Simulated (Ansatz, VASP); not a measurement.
## One calculation of ScAl2, two programs

File POSCAR:

```
ScAl2
1.0
    0.0000000000      3.7776526849      3.7776526849
    3.7776526849      0.0000000000      3.7776526849
    3.7776526849      3.7776526849      0.0000000000
Sc Al
2 4
Direct
    0.5000000000      0.5000000000      0.5000000000
    0.7500000000      0.7500000000      0.7500000000
    0.1250000000      0.1250000000      0.1250000000
    0.6250000000      0.1250000000      0.1250000000
    0.1250000000      0.6250000000      0.1250000000
    0.1250000000      0.1250000000      0.6250000000
```

File INCAR.step1:

```
SYSTEM = ScAl2
PREC = Accurate ; ENCUT = 600
ISMEAR = 0 ; SIGMA = 0.1
LREAL = .False. ; LASPH = .True.
NELM = 100 ; GGA = PE
ALGO = Normal ; EDIFF = 1E-4
LWAVE = .True. ; LCHARG = .False.
```

Contents of INCAR.step2:

```
SYSTEM = ScAl2
PREC = Accurate ; ENCUT = 600
EDIFF = 1E-6 ; ISMEAR = 0
SIGMA = 0.1 ; LREAL = .False.
LASPH = .True. ; NELM = 100
ALGO = Normal ; ISIF = 3
LWAVE = .False. ; LCHARG = .False.
METAGGA = R2SCAN ; LMIXTAU = .True.
IBRION = 2 ; NSW = 100
EDIFFG = -0.005 ; ISTART = 1
```

Contents of KPOINTS:

```
Automatic mesh
0
Gamma
  8 8 8
  0 0 0
```

Input for Ansatz:

```yaml
crystal:
  lattice:
    - [0.0, 3.7776526849, 3.7776526849]
    - [3.7776526849, 0.0, 3.7776526849]
    - [3.7776526849, 3.7776526849, 0.0]
  atoms:
    - { symbol: Sc, position: [0.5, 0.5, 0.5] }
    - { symbol: Sc, position: [0.75, 0.75, 0.75] }
    - { symbol: Al, position: [0.125, 0.125, 0.125] }
    - { symbol: Al, position: [0.625, 0.125, 0.125] }
    - { symbol: Al, position: [0.125, 0.625, 0.125] }
    - { symbol: Al, position: [0.125, 0.125, 0.625] }
basis:
  ecutwfc: 500
kpoints:
  mp_grid: { grid: [8, 8, 8] }
hamiltonian:
  xc: r2scan
scf:
  occupations: { method: gaussian, width: 0.1 }
output:
  forces: true
  stress: true
  eigenvalues: true
  write_density: true
  write_potential: true
  elf: true
  volumetric_format: npy
relax:
  adjacent_minimum: "off"
  f_tol: 0.005
  max_steps: 80
  cell: { stress_tol: 0.05 }
```

Alike in both runs: task relaxation of cell and atoms; functional r2SCAN; k mesh 8 × 8 × 8; occupations gaussian, width 0.1 eV; no spin polarisation.

|  | VASP | Ansatz |
| --- | --- | --- |
| version | VASP 6.6.1 | Ansatz 0.2.0 |
| potentials or method | VASP PAW PBE potentials, release 64 (Sc_sv, Al), cutoff 600 eV | scalar-relativistic, plane waves, PAW |
| valence electrons in the cell | 34 | 34 |

|  | VASP | Ansatz | Ansatz less VASP |
| --- | --- | --- | --- |
| gap on the k mesh at the Fermi level, each at its own relaxed structure (eV) | none | none | - |
| relaxed volume (Å³/atom) | 17.98 | 17.97 | -0.014 |
| relaxed length of the cell vector where the two differ most in proportion (Å) | 5.344 | 5.342 | -0.0014 |

VASP's potentials were made for PBE, not for r2SCAN. A gap of «none» marks a metal or a gap that the smearing closes.
